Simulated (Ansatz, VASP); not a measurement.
One calculation of BN, two programs

```
B N
1.0
     0.00000    1.80325    1.80325
     1.80325    0.00000    1.80325
     1.80325    1.80325    0.00000
B N
1 1
Direct
  0.00000 0.00000 0.00000
  0.75000 0.75000 0.75000
```

Alike in both runs: functional PBE; dispersion D3(BJ); k mesh 12 × 12 × 12; occupations gaussian, width 0.02 eV; no spin polarisation.

Ansatz relaxed the structure, and its values are those at the end. VASP's run is a single point on that final structure, the one shown.

|  | VASP | Ansatz |
| --- | --- | --- |
| version | VASP 6.6.1 | Ansatz 0.2.0 |
| potentials or method | VASP PAW PBE potentials, release 64 (B, N), cutoff 600 eV | scalar-relativistic, plane waves, PAW |
| valence electrons in the cell | 8 | 8 |

|  | VASP | Ansatz | Ansatz less VASP |
| --- | --- | --- | --- |
| gap on the k mesh at the Fermi level (eV) | 4.47 | 4.48 | +0.013 |
| least direct gap on the mesh (eV) | 8.85 | 8.86 | +0.011 |
| pressure (GPa) | 0.0 | 0.0 | -0.02 |
